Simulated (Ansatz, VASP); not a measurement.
## One calculation of ZrS, two programs

File INCAR:

```
SYSTEM = ZrS
PREC = Accurate
ENCUT = 520
EDIFF = 1E-6
ISMEAR = 0
SIGMA = 0.15
LREAL = .FALSE.
LASPH = .TRUE.
NELM = 80
ALGO = Normal
ISIF = 2
LWAVE = .FALSE.
LCHARG = .FALSE.
GGA = PS
NBANDS = 16
```

File KPOINTS:

```
Automatic mesh
0
G
  16 16 16
  0 0 0
```

POSCAR

```
ZrS
1.0
    0.0000000000      2.7037500000      2.5856250000
    2.7037500000      0.0000000000      2.5856250000
    2.7037500000      2.7037500000      0.0000000000
Zr S
1 1
Direct
    0.0000000000      0.0000000000      0.0000000000
    0.5000000000      0.5000000000      0.5000000000
```

Input for Ansatz:

```yaml
crystal:
  lattice:
    - [0.0, 2.70375, 2.585625]
    - [2.70375, 0.0, 2.585625]
    - [2.70375, 2.70375, 0.0]
  atoms:
    - { symbol: Zr, position: [0.0, 0.0, 0.0] }
    - { symbol: S, position: [0.5, 0.5, 0.5] }
basis:
  ecutwfc: 420
kpoints:
  mp_grid: { grid: [16, 16, 16] }
hamiltonian:
  xc: pbesol
scf:
  occupations: { method: gaussian, width: 0.15 }
output:
  forces: true
  stress: true
  eigenvalues: true
```

Change from the starting cell: strain +0.030 along x and y, -0.015 along z, atoms carried along.

Alike in both runs: task single point; functional PBEsol; k mesh 16 × 16 × 16; occupations gaussian, width 0.15 eV; no spin polarisation.

|  | VASP | Ansatz |
| --- | --- | --- |
| version | VASP 6.6.1 | Ansatz 0.2.0 |
| potentials or method | VASP PAW PBE potentials, release 64 (Zr_sv, S), cutoff 520 eV | scalar-relativistic, plane waves, PAW |
| valence electrons in the cell | 18 | 18 |

|  | VASP | Ansatz | Ansatz less VASP |
| --- | --- | --- | --- |
| gap on the k mesh at the Fermi level (eV) | none | none | - |
| pressure (GPa) | -10.3 | -10.5 | -0.17 |
| traceless stress, the component that is largest in VASP (GPa) | 6.32 | 6.26 | -0.061 |

VASP's potentials were made for PBE, not for PBEsol. A gap of «none» marks a metal or a gap that the smearing closes.
